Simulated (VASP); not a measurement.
LiH, 2 atoms in the cell. Symmetry: Fm-3m, No. 225, cubic system. Conventional cell: a = 4.074 Å, b = 4.074 Å, c = 4.074 Å, α = 90.00°, β = 90.00°, γ = 90.00°. Within 2.7 Å of Li (site symmetry m-3m) lie 6 H at 2.04 Å. Within 2.7 Å of H (site symmetry m-3m) lie 6 Li at 2.04 Å. 

| Property | Result |
| --- | --- |
| Program | VASP 6.6.1 |
| Task | single point |
| Functional | PBE-based global hybrid |
| Potentials or basis | VASP PAW PBE potentials, release 64 (Li_sv, H) |
| Cutoff | 520 eV |
| k mesh | 6 × 6 × 6 |
| Occupations | fermi-dirac, width 0.05 eV |
| Spin | no spin polarisation |
| Dipole correction | no |
| Grid for exact exchange (PRECFOCK) | Normal |
| Share of exact exchange | 0.5 |
| Further INCAR settings | ALGO = Normal; EDIFF = 1e-07; NBANDS = 9 |

Potentials or basis: VASP PAW PBE potentials, release 64 (Li_sv, H).

Launch:

```sh
$ cat potpaw_PBE.64/Li_sv/POTCAR potpaw_PBE.64/H/POTCAR > POTCAR
$ cp INCAR.step1 INCAR
$ mpirun -np 1 vasp_std > vasp.out
$ cp INCAR.step2 INCAR
$ mpirun -np 1 vasp_std > vasp.out
```

Hardware: 1 thread of Intel(R) Xeon(R) Platinum 8375C CPU @ 2.90GHz (Ice Lake) (shared host).

Problem. Estimate the wall time of this run.

Solution. Run time: 88 s on 1 thread of Intel(R) Xeon(R) Platinum 8375C CPU @ 2.90GHz (Ice Lake) (shared host), peak memory 0.13 GiB. Counts: k points 16.
